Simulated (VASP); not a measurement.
# AlGa3P4 (I-42m) in VASP: notebook, part 2 of 2

VASP 6.6.1. The steps go on from the part before.

## Step 4: Single point, PBE (volume scaled by 1.06, then relaxed in part)

Contents of INCAR:

```
ALGO = Normal
EDIFF = 1E-6
ENCUT = 520
GGA = PE
ISIF = 2
ISMEAR = 0
LASPH = T
LCHARG = F
LREAL = F
LWAVE = F
NBANDS = 41
NELM = 100
PREC = Accurate
SIGMA = 0.02
```

Contents of KPOINTS:

```
k-points
0
Gamma
  8 8 8
```

Contents of POSCAR:

```
AlGa3P4
1.0
   -2.8075747222      2.8075747222      5.6153365219
    2.8075747222     -2.8075747222      5.6153365219
    2.8075747222      2.8075747222     -5.6153365219
Al Ga P
1 3 4
Direct
    0.5000000000      0.5000000000      0.0000000000
    0.0000000000      0.0000000000      0.0000000000
    0.2500000000      0.7500000000      0.5000000000
    0.7500000000      0.2500000000      0.5000000000
    0.1259283240      0.1259283240      0.5011502328
    0.3752219089      0.8740716760      0.0000000000
    0.6247780911      0.6247780911      0.4988497672
    0.8740716760      0.3752219089      0.0000000000
```

Potentials or basis: VASP PAW PBE potentials, release 64 (Al, Ga_d, P).

On the command line:

```bash
> cat potpaw_PBE.64/Al/POTCAR potpaw_PBE.64/Ga_d/POTCAR potpaw_PBE.64/P/POTCAR > POTCAR
> mpirun -np 1 vasp_std > vasp.out
```

OUTCAR:

```text
EDIFF = 1E-6
   ENCUT = 520
   GGA = PE
   ISIF = 2
   ISMEAR = 0
   LASPH = T
   LREAL = F
   NELM = 100
   PREC = Accurate

 ion  position               nearest neighbor table
   1  0.500  0.500  0.000-   6 2.43   8 2.43   5 2.43   7 2.43
   2  0.000  0.000  0.000-   5 2.43   7 2.43   8 2.43   6 2.43
   3  0.250  0.750  0.500-   7 2.43   6 2.43   8 2.43   5 2.43
   4  0.750  0.250  0.500-   7 2.43   8 2.43   6 2.43   5 2.43
   5  0.126  0.126  0.501-   1 2.43   2 2.43   4 2.43   3 2.43
   6  0.375  0.874  0.000-   1 2.43   2 2.43   4 2.43   3 2.43
   7  0.625  0.625  0.499-   1 2.43   2 2.43   3 2.43   4 2.43
   8  0.874  0.375  0.000-   1 2.43   2 2.43   3 2.43   4 2.43

  LATTYP: Found a body centered tetragonal cell.
 ALAT       =     5.6151494444
 C/A-ratio  =     2.0000666331

  Lattice vectors:

 A1 = (  -2.8075747222,   2.8075747222,   5.6153365219)
 A2 = (   2.8075747222,  -2.8075747222,   5.6153365219)
 A3 = (   2.8075747222,   2.8075747222,  -5.6153365219)

Analysis of symmetry for initial positions (statically):
=====================================================================
 Subroutine PRICEL returns:
 Original cell was already a primitive cell.

 Routine SETGRP: Setting up the symmetry group for a
 body centered tetragonal supercell.

 Subroutine GETGRP returns: Found  8 space group operations
 (whereof  8 operations were pure point group operations)
 out of a pool of 16 trial point group operations.

The static configuration has the point symmetry D_2d.

Analysis of symmetry for dynamics (positions and initial velocities):
=====================================================================
 Subroutine PRICEL returns:
 Original cell was already a primitive cell.

[... 135 lines left out ...]
   EFERMI_NEDOS =   21; number of points for ismear=-14 and -15
   IALGO  =     38    algorithm
   IMIX   =      4    mixing-type and parameters
     AMIX     =   0.40;   BMIX     =  1.00
     AMIX_MAG =   1.60;   BMIX_MAG =  1.00
  volume/ion in A,a.u.               =      22.13       149.35
  Fermi-wavevector in a.u.,A,eV,Ry     =   1.153912  2.180577 18.116324  1.331512
  Thomas-Fermi vector in A             =   2.290552
   LORBIT       =      0    0 simple, 1 ext, 2 COOP (PROOUT), +10 PAW based schemes
   GGA     = PE    functional components
   LHFCALC =     F    Hartree Fock is set to
   AEXX    =    0.0000 exact exchange contribution
   IVDW    =     0    specifies the selected vdW correction
   LEPSILON=     F    determine dielectric tensor
   LRPA    =     F    only Hartree local field effects (RPA)
 non-spin polarized calculation
 Gauss-broadening in eV      SIGMA  =   0.02
  energy-cutoff  :      520.00
  volume of cell :      177.05
 maximum number of plane-waves:      4797
 NGX is ok and might be reduce to    54
   NGX = 25   NGY = 25   NGZ = 25

 number of electron      62.0000009 magnetization

 Free energy of the ion-electron system (eV)
  ---------------------------------------------------
  ext. energy  EPLUGINS =         0.00000000
  ---------------------------------------------------
  free energy    TOTEN  =       -37.61065150 eV

  energy without entropy =      -37.61065150  energy(sigma->0) =      -37.61065150

 E-fermi :   3.8992     XC(G=0):  -9.2963

 val. band max:        3.7895959004   @ k =   0.0000   0.0000   0.0000
 cond. band min:       5.2222510226   @ k =   0.0000   0.0000   0.0000
 fundamental gap:      1.4326551222
 Fermi energy:         3.8991679668

 k-point     1 :       0.0000    0.0000    0.0000
  band No.  band energies     occupation
      1     -10.5997      2.00000
      2     -10.5892      2.00000
      3     -10.5892      2.00000
      4     -10.5296      2.00000
      5     -10.5296      2.00000
      6     -10.5243      2.00000
[... 1045 lines left out ...]
     40       9.3331      0.00000
     41       9.4493      0.00000

 [... further k-points ...]
[... 5 lines left out ...]
  --------------------------------------------------------------------------------------
  -------------------------------------------------------------------------------------
  Total       -4.4748284     -4.4748284     -4.4765321      0.0000000      0.0000000      0.0000000
  in kB      -40.4938006    -40.4938006    -40.5092183      0.0000000      0.0000000      0.0000000
  external PRESSURE =     -40.4989398 kB  Pullay stress =       0.0000000 kB

 VOLUME and BASIS-vectors are now :
 -----------------------------------------------------------------------------
  energy-cutoff  :      520.00
  volume of cell :      177.05
      direct lattice vectors                 reciprocal lattice vectors
    -2.807574722  2.807574722  5.615336522     0.000000000  0.178089650  0.089041858
     2.807574722 -2.807574722  5.615336522     0.178089650  0.000000000  0.089041858
     2.807574722  2.807574722 -5.615336522     0.178089650  0.178089650  0.000000000

 POSITION                                       TOTAL-FORCE (eV/Angst)
 -----------------------------------------------------------------------------------
      0.00000      0.00000      5.61534         0.000000     -0.000000      0.000000
      0.00000      0.00000      0.00000        -0.000000     -0.000000      0.000000
      2.80757      0.00000      2.80767         0.000000     -0.000000      0.000000
      0.00000      2.80757      2.80767         0.000000     -0.000000      0.000000
      1.40702      1.40702     -1.39987         0.006402      0.006402      0.003917
      1.40056     -1.40056      7.01520        -0.006402      0.006402     -0.003917
      1.40056      1.40056      4.21547        -0.006402     -0.006402      0.003917
     -1.40056      1.40056      7.01520         0.006402     -0.006402     -0.003917
 -----------------------------------------------------------------------------------
    total drift:                               -0.000011     -0.000011     -0.000004

  FREE ENERGIE OF THE ION-ELECTRON SYSTEM (eV)
  ---------------------------------------------------
  free  energy   TOTEN  =       -37.6106514967 eV

  energy  without entropy=      -37.6106514967  energy(sigma->0) =      -37.61065150
```

OSZICAR:

```text
N       E                     dE             d eps       ncg     rms          rms(c)
DAV:   1     0.488396040795E+03    0.48840E+03   -0.27507E+04  5253   0.195E+03
DAV:   2     0.363489183162E+02   -0.45205E+03   -0.42728E+03  5318   0.521E+02
DAV:   3    -0.344634771641E+02   -0.70812E+02   -0.68756E+02  5716   0.150E+02
DAV:   4    -0.385637262022E+02   -0.41002E+01   -0.40706E+01  6239   0.369E+01
DAV:   5    -0.386794780216E+02   -0.11575E+00   -0.11559E+00  6392   0.598E+00    0.797E+00
DAV:   6    -0.376878784429E+02    0.99160E+00   -0.19150E+00  6874   0.133E+01    0.484E+00
DAV:   7    -0.376080838236E+02    0.79795E-01   -0.83003E-01  5818   0.328E+00    0.212E+00
DAV:   8    -0.376109852334E+02   -0.29014E-02   -0.12385E-01  6167   0.347E+00    0.260E-01
DAV:   9    -0.376097114353E+02    0.12738E-02   -0.18334E-02  6867   0.176E+00    0.106E-01
DAV:  10    -0.376103092531E+02   -0.59782E-03   -0.21384E-03  5737   0.274E-01    0.587E-02
DAV:  11    -0.376106432307E+02   -0.33398E-03   -0.47842E-04  6378   0.111E-01    0.257E-02
DAV:  12    -0.376106506827E+02   -0.74520E-05   -0.25483E-05  6826   0.637E-02    0.129E-02
DAV:  13    -0.376106514967E+02   -0.81398E-06   -0.68329E-06  5704   0.444E-02
   1 F= -.37610651E+02 E0= -.37610651E+02  d E =-.408863E-17
```

Run time: 17 min. Hardware: 1 thread of Intel Xeon 8259CL, shared host; peak memory 0.6 GiB.

What came out:

```yaml
Free_energy: -37.6107 eV
Pressure: -4.0 GPa
Largest_force: 0.010 eV/Å
Band_gap_on_the_k_mesh: 1.43 eV, direct
```

Forces on the atoms (eV/Å):
```
Al   0.000  0.000  0.000
Ga   0.000  0.000  0.000
Ga   0.000  0.000  0.000
Ga   0.000  0.000  0.000
P    0.006  0.006  0.004
P   -0.006  0.006 -0.004
P   -0.006 -0.006  0.004
P    0.006 -0.006 -0.004
```

 A k mesh can miss the band edges.

## Step 5: Single point, PBE (volume scaled by 1.10, then relaxed in part)

Contents of INCAR:

```
SYSTEM = AlGa3P4
ALGO = Normal
EDIFF = 1E-6
ENCUT = 520
GGA = PE
ISIF = 2
ISMEAR = 0
LASPH = .TRUE.
LCHARG = .FALSE.
LREAL = .FALSE.
LWAVE = .FALSE.
NBANDS = 41
NELM = 80
PREC = Accurate
SIGMA = 0.02
```

Contents of KPOINTS:

```
k-points
0
G
  8 8 8
  0 0 0
```

Contents of POSCAR:

```
AlGa3P4
1.0
   -2.8424808483      2.8424808483      5.6849959669
    2.8424808483     -2.8424808483      5.6849959669
    2.8424808483      2.8424808483     -5.6849959669
Al Ga P
1 3 4
Direct
    0.5000000000      0.5000000000      0.0000000000
    0.0000000000      0.0000000000      0.0000000000
    0.2500000000      0.7500000000      0.5000000000
    0.7500000000      0.2500000000      0.5000000000
    0.1261960271      0.1261960271      0.5015296009
    0.3753335738      0.8738039729      0.0000000000
    0.6246664262      0.6246664262      0.4984703991
    0.8738039729      0.3753335738      0.0000000000
```

On the command line:

```bash
> cat potpaw_PBE.64/Al/POTCAR potpaw_PBE.64/Ga_d/POTCAR potpaw_PBE.64/P/POTCAR > POTCAR
> mpirun -np 1 vasp_std > vasp.out
```

Run time: 8.4 min. Hardware: 1 thread of Intel Xeon Platinum 8488C (Sapphire Rapids), shared host; peak memory 0.62 GiB.

The run converged. Its results:

```
Free energy            : -37.4007 eV
Pressure               : -6.0 GPa
Largest force          : 0.009 eV/Å
Band gap on the k mesh : 1.16 eV, direct
```

Forces in eV/Å, atoms in the order of the input:
```
Al   0.000  0.000  0.000
Ga   0.000  0.000  0.000
Ga   0.000  0.000  0.000
Ga   0.000  0.000  0.000
P    0.006  0.006  0.004
P   -0.006  0.006 -0.004
P   -0.006 -0.006  0.004
P    0.006 -0.006 -0.004
```

Levels at points of the mesh, in eV from the valence-band top:
| k point | band 28 | band 29 | band 30 | band 31 | band 32 | band 33 | band 34 | band 35 |
| --- | --- | --- | --- | --- | --- | --- | --- | --- |
| (0.00, 0.00, 0.00) | -2.16 | -0.01 | 0.00 | 0.00 | 1.16 | 1.88 | 2.03 | 4.02 |
| (0.50, 0.00, 0.00) | -1.85 | -1.85 | -1.04 | -0.96 | 3.07 | 3.07 | 3.48 | 3.76 |
| (0.50, 0.50, 0.00) | -0.91 | -0.90 | -0.84 | -0.83 | 1.34 | 1.70 | 2.98 | 3.26 |
| (0.50, 0.50, 0.50) | -1.38 | -1.38 | -1.28 | -1.28 | 1.79 | 1.87 | 1.87 | 2.02 |

 A k mesh can miss the band edges.

## Step 6: The runs side by side

```tsv
cell	k mesh	smearing	gap on the mesh (eV)	pressure (GPa)	largest force (eV/Å)
a = 6.745 Å, angles 131.8, 131.8, 70.5°, 8 atoms	4 × 4 × 4	gaussian 0.1 eV	1.63	0.0	0.01
a = 6.812 Å, angles 131.8, 131.8, 70.5°, 8 atoms	8 × 8 × 8	gaussian 0.02 eV	1.54	-2.2	0.02
a = 6.877 Å, angles 131.8, 131.8, 70.5°, 8 atoms	8 × 8 × 8	gaussian 0.02 eV	1.43	-4.0	0.01
a = 6.963 Å, angles 131.8, 131.8, 70.5°, 8 atoms	8 × 8 × 8	gaussian 0.02 eV	1.16	-6.0	0.01
```

Alike in all rows: task single point; level PBE; potentials or basis VASP PAW PBE potentials, release 64 (Al, Ga_d, P); no spin polarisation; cutoff (eV) 520.

Total energies depend on the potentials used, so only differences within one code and one set of settings carry meaning.
